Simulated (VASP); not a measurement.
# Sn2Pb (P6/mmm) in VASP: notebook

Sn2Pb is run at these levels: PBE; tasks: single point.

Program: VASP 6.6.1. These are calculated values, not measurements. Logs are shortened: lines on timing, memory, paths and dates and some standing lists are left out, and cuts for length are marked.

### 1 The cell of the first run

Symmetry: P6/mmm, No. 191, hexagonal system. The conventional cell has a = 5.315 Å, b = 5.315 Å, c = 3.142 Å, α = 90.00°, β = 90.00°, γ = 120.00°. Within 4.0 Å of Sn (site symmetry -6m2) lie 5 Sn at 3.07 to 3.14 Å and 6 Pb at 3.45 Å. Pb (site symmetry 6/mmm) has 2 Pb at 3.14 Å and 12 Sn at 3.45 Å within 4.1 Å.

### 2 Single point, PBE (volume scaled by 0.88, then relaxed in part)

File INCAR:

```
SYSTEM = Sn2Pb
PREC     = Accurate       ! precision mode
ENCUT    = 520            ! plane-wave cutoff, eV
EDIFF    = 1E-7           ! SCF threshold, eV
ISMEAR   = 0              ! smearing method
SIGMA    = 0.1            ! smearing width, eV
LREAL    = .FALSE.        ! projectors in reciprocal space
LASPH    = .TRUE.         ! aspherical terms in the spheres
NELM     = 60             ! most SCF steps
ALGO     = Fast           ! electronic algorithm
ISIF     = 2              ! what is computed and relaxed
LWAVE    = .FALSE.        ! write WAVECAR
LCHARG   = .TRUE.         ! write CHGCAR
GGA      = PE             ! functional
LELF     = .TRUE.         ! ELF
LVHAR    = .TRUE.       
NBANDS   = 28             ! bands
```

File KPOINTS:

```
Automatic mesh
0
G
  6 6 12
  0 0 0
```

File POSCAR:

```
Sn2Pb
1.0
    5.3153342888      0.0000000000      0.0000000000
   -2.6576671444      4.6032145237      0.0000000000
    0.0000000000      0.0000000000      3.1418371244
Sn Pb
2 1
Direct
    0.3333333333      0.6666666667      0.5000000000
    0.6666666667      0.3333333333      0.5000000000
    0.0000000000      0.0000000000      0.0000000000
```

Potentials or basis: VASP PAW PBE potentials, release 64 (Sn_d, Pb_d).

Launch:

```console
> cat potpaw_PBE.64/Sn_d/POTCAR potpaw_PBE.64/Pb_d/POTCAR > POTCAR
> mpirun -np 1 vasp_std > vasp.out
```

OUTCAR:

```text
SYSTEM = Sn2Pb
   PREC = Accurate
   ENCUT = 520
   EDIFF = 1E-7
   ISMEAR = 0
   LREAL = .FALSE.
   LASPH = .TRUE.
   NELM = 60
   ISIF = 2
   GGA = PE

 ion  position               nearest neighbor table
   1  0.333  0.667  0.500-   2 3.07   2 3.07   2 3.07   3 3.45   3 3.45   3 3.45   3 3.45   3 3.45
                             3 3.45
   2  0.667  0.333  0.500-   1 3.07   1 3.07   1 3.07   3 3.45   3 3.45   3 3.45   3 3.45   3 3.45
                             3 3.45
   3  0.000  0.000  0.000-   1 3.45   2 3.45   1 3.45   2 3.45   1 3.45   1 3.45   2 3.45   2 3.45
                             2 3.45   2 3.45   1 3.45   1 3.45

  LATTYP: Found a hexagonal cell.
 ALAT       =     5.3153342888
 C/A-ratio  =     0.5910892813

  Lattice vectors:

 A1 = (   5.3153342888,   0.0000000000,   0.0000000000)
 A2 = (  -2.6576671444,   4.6032145237,   0.0000000000)
 A3 = (   0.0000000000,   0.0000000000,   3.1418371244)

Analysis of symmetry for initial positions (statically):
[... 6 lines left out ...]

 Subroutine GETGRP returns: Found 24 space group operations
 (whereof 24 operations were pure point group operations)
 out of a pool of 24 trial point group operations.

The static configuration has the point symmetry D_6h.

Analysis of symmetry for dynamics (positions and initial velocities):
[... 6 lines left out ...]

 Subroutine GETGRP returns: Found 24 space group operations
 (whereof 24 operations were pure point group operations)
 out of a pool of 24 trial point group operations.

The dynamic configuration has the point symmetry D_6h.

 Subroutine INISYM returns: Found 24 space group operations
 (whereof 24 operations are pure point group operations),
 and found     1 'primitive' translations

----------------------------------------------------------------------------------------

                                     Primitive cell

  volume of cell :      76.8733

  direct lattice vectors                    reciprocal lattice vectors
     5.315334289  0.000000000  0.000000000     0.188134922  0.108619748  0.000000000
    -2.657667144  4.603214524  0.000000000     0.000000000  0.217239495  0.000000000
     0.000000000  0.000000000  3.141837124     0.000000000  0.000000000  0.318285118

  length of vectors
     5.315334289  5.315334289  3.141837124     0.217239495  0.217239495  0.318285118

  position of ions in fractional coordinates (direct lattice)
     0.333333333  0.666666667  0.500000000
     0.666666667  0.333333333  0.500000000
[... 70 lines left out ...]
   PREC   = accura    normal or accurate (medium, high low for compatibility)
   ISTART =      0    job   : 0-new  1-cont  2-samecut
   ICHARG =      2    charge: 1-file 2-atom 10-const
   ISPIN  =      1    spin polarized calculation?
   LNONCOLLINEAR =      F non collinear calculations
   LSORBIT =      F    spin-orbit coupling
   LASPH  =      T    aspherical Exc in radial PAW
   ENCUT  =  520.0 eV  38.22 Ry    6.18 a.u.   9.88  9.88  5.84*2*pi/ulx,y,z
   NELM   =     60;   NELMIN=  2; NELMDL= -5     # of ELM steps
   EDIFF  = 0.1E-06   stopping-criterion for ELM
   LREAL  =      F    real-space projection
   EDIFFG = 0.1E-05   stopping-criterion for IOM
   NSW    =      0    number of steps for IOM
   IBRION =     -1    ionic relax: 0-MD 1-quasi-New 2-CG
   NFREE  =      0    steps in history (QN), initial steepest desc. (CG)
   ISIF   =      2    stress and relaxation
   ISYM   =      2    0-nonsym 1-usesym 2-fastsym
   POTIM  = 0.5000    time-step for ionic-motion
   TEBEG  =    0.0;   TEEND  =   0.0 temperature during run
   PSTRESS=    0.0 pullay stress
   NELECT =      42.0000    total number of electrons
   NUPDOWN=      -1.0000    fix difference up-down
   EMIN   =  10.00;   EMAX   =-10.00  energy-range for DOS
   EFERMI =   0.00;   METHOD = LEGACY
   ISMEAR =     0;   SIGMA  =   0.10  broadening in eV -4-tet -1-fermi 0-gaus
   EFERMI_NEDOS =   21; number of points for ismear=-14 and -15
   IALGO  =     68    algorithm
   IMIX   =      4    mixing-type and parameters
     AMIX     =   0.40;   BMIX     =  1.00
     AMIX_MAG =   1.60;   BMIX_MAG =  1.00
  volume/ion in A,a.u.               =      25.62       172.92
  Fermi-wavevector in a.u.,A,eV,Ry     =   1.338339  2.529094 24.370090  1.791151
  Thomas-Fermi vector in A             =   2.466817
   LORBIT       =      0    0 simple, 1 ext, 2 COOP (PROOUT), +10 PAW based schemes
   GGA     = PE    functional components
   LHFCALC =     F    Hartree Fock is set to
   AEXX    =    0.0000 exact exchange contribution
   IVDW    =     0    specifies the selected vdW correction
   LEPSILON=     F    determine dielectric tensor
   LRPA    =     F    only Hartree local field effects (RPA)
 non-spin polarized calculation
 RMM-DIIS sequential band-by-band and
 Gauss-broadening in eV      SIGMA  =   0.10
  energy-cutoff  :      520.00
  volume of cell :       76.87
 maximum number of plane-waves:      2097
 NGX is ok and might be reduce to    40
   NGX = 19   NGY = 19   NGZ = 11

 number of electron      41.9999988 magnetization

 Free energy of the ion-electron system (eV)
  ---------------------------------------------------
  ext. energy  EPLUGINS =         0.00000000
  ---------------------------------------------------
  free energy    TOTEN  =       -10.93490476 eV

  energy without entropy =      -10.93114978  energy(sigma->0) =      -10.93302727

 E-fermi :   9.0093     XC(G=0): -10.7621

 val. band max:        8.9740948657   @ k =   0.0000   0.0000   0.4167
 cond. band min:       9.0214147225   @ k =   0.3333   0.1667   0.5000
 fundamental gap:      0.0473198568
 Fermi energy:         9.0093354219

 k-point     1 :       0.0000    0.0000    0.0000
  band No.  band energies     occupation
      1     -12.6739      2.00000
      2     -12.5444      2.00000
      3     -12.5267      2.00000
      4     -12.5267      2.00000
      5     -12.4430      2.00000
      6     -12.4430      2.00000
[... 733 lines left out ...]
     27      13.8534      0.00000
     28      16.0211      0.00000

 [... further k-points ...]
[... 5 lines left out ...]
  --------------------------------------------------------------------------------------
  -------------------------------------------------------------------------------------
  Total        3.8206793      3.8206793      3.7482697      0.0000000     -0.0000000     -0.0000000
  in kB       79.6298144     79.6298144     78.1206677      0.0000000     -0.0000000     -0.0000000
  external PRESSURE =      79.1267655 kB  Pullay stress =       0.0000000 kB

 VOLUME and BASIS-vectors are now :
 -----------------------------------------------------------------------------
  energy-cutoff  :      520.00
  volume of cell :       76.87
      direct lattice vectors                 reciprocal lattice vectors
     5.315334289  0.000000000  0.000000000     0.188134922  0.108619748  0.000000000
    -2.657667144  4.603214524  0.000000000     0.000000000  0.217239495  0.000000000
     0.000000000  0.000000000  3.141837124     0.000000000  0.000000000  0.318285118

 POSITION                                       TOTAL-FORCE (eV/Angst)
 -----------------------------------------------------------------------------------
     -0.00000      3.06881      1.57092         0.000000      0.000000     -0.000000
      2.65767      1.53440      1.57092        -0.000000      0.000000      0.000000
      0.00000      0.00000      0.00000        -0.000000      0.000000      0.000000
 -----------------------------------------------------------------------------------
    total drift:                               -0.000000      0.000000      0.000000

  FREE ENERGIE OF THE ION-ELECTRON SYSTEM (eV)
  ---------------------------------------------------
  free  energy   TOTEN  =       -10.9349047551 eV

  energy  without entropy=      -10.9311497844  energy(sigma->0) =      -10.93302727
```

stdout:

```text
POSCAR found type information on POSCAR SnPb
 POSCAR found :  2 types and       3 ions
 scaLAPACK will be used
 LDA part: xc-table for (Slater+PW92), standard interpolation
 POSCAR, INCAR and KPOINTS ok, starting setup
 FFT: planning ... GRIDC
 FFT: planning ... GRID_SOFT
 FFT: planning ... GRID
 WAVECAR not read
 entering main loop
WARNING in EDDRMM: call to ZHEGV failed, returncode =   8  4     25
```

Wall time 84 s (1 thread of Intel Xeon Platinum 8375C at 2.90GHz (Ice Lake), shared host); peak memory 0.24 GiB.

Results:

| Item | Value |
| --- | --- |
| Free energy | -10.9349 eV |
| Pressure | 7.9 GPa |
| Band gap on the k mesh | zero (band 21 reaches 10.51 eV, above the bottom of band 22 at 6.24 eV) |

Levels at points of the mesh, in eV from the Fermi level:
```csv
k point,band 18,band 19,band 20,band 21,band 22,band 23,band 24,band 25
"(0.00, 0.00, 0.00)",-5.52,-2.79,-2.79,-2.76,-2.76,3.70,7.50,8.57
"(0.50, 0.00, 0.00)",-7.08,-4.90,0.77,1.26,2.72,3.04,4.17,5.71
"(0.00, 0.00, 0.50)",-2.21,-2.17,-1.10,-0.70,-0.64,-0.64,0.96,0.96
"(0.50, 0.00, 0.50)",-5.95,-4.35,-2.62,-1.99,-1.46,0.25,3.69,4.56
```

Caveat: spin-orbit coupling is left out, which moves the levels of the heavy elements.

### 3 Single point, PBE (volume scaled by 0.91, then relaxed in part)

INCAR: that of step 2 with these lines changed.

```diff
@@ -3,3 +3,3 @@
 ENCUT    = 520            ! plane-wave cutoff, eV
-EDIFF    = 1E-7           ! SCF threshold, eV
+EDIFF    = 1E-6           ! SCF threshold, eV
 ISMEAR   = 0              ! smearing method
@@ -8,4 +8,4 @@
 LASPH    = .TRUE.         ! aspherical terms in the spheres
-NELM     = 60             ! most SCF steps
-ALGO     = Fast           ! electronic algorithm
+NELM     = 80             ! most SCF steps
+ALGO     = Normal         ! electronic algorithm
 ISIF     = 2              ! what is computed and relaxed
```

File KPOINTS:

```
regular mesh
0
G
  6 6 12
  0 0 0
```

File POSCAR:

```
Sn2Pb
1.0
    5.3794197800      0.0000000000      0.0000000000
   -2.6897098900      4.6587141871      0.0000000000
    0.0000000000      0.0000000000      3.1719963755
Sn Pb
2 1
Direct
    0.3333333333      0.6666666667      0.5000000000
    0.6666666667      0.3333333333      0.5000000000
    0.0000000000      0.0000000000      0.0000000000
```

Potentials or basis: VASP PAW PBE potentials, release 64 (Sn_d, Pb_d).

Launch:

```console
> cat potpaw_PBE.64/Sn_d/POTCAR potpaw_PBE.64/Pb_d/POTCAR > POTCAR
> mpirun -np 1 vasp_std > vasp.out
```

Wall time 58 s (1 thread of Intel Xeon Platinum 8375C at 2.90GHz (Ice Lake), shared host); peak memory 0.24 GiB.

Results (log left out):

| Property | Result |
| --- | --- |
| Free energy | -11.0442 eV |
| Pressure | 5.3 GPa |
| Band gap on the k mesh | zero (band 21 reaches 10.01 eV, above the bottom of band 22 at 5.93 eV) |

Stress tensor (GPa, compression positive):
```
5.28 0.00 0.00
0.00 5.28 0.00
0.00 0.00 5.40
```

Levels at points of the mesh, in eV from the Fermi level:
```
           k point  band 18  band 19  band 20  band 21  band 22  band 23  band 24  band 25
(0.00, 0.00, 0.00)    -5.54    -2.68    -2.68    -2.64    -2.64     3.68     7.43     8.24
(0.50, 0.00, 0.00)    -7.03    -4.70     0.69     1.17     2.68     2.98     4.06     5.61
(0.00, 0.00, 0.50)    -2.38    -2.19    -1.10    -0.66    -0.57    -0.57     0.99     0.99
(0.50, 0.00, 0.50)    -5.83    -4.16    -2.60    -1.92    -1.37     0.32     3.56     4.43
```

Caveat: spin-orbit coupling is left out, which moves the levels of the heavy elements.
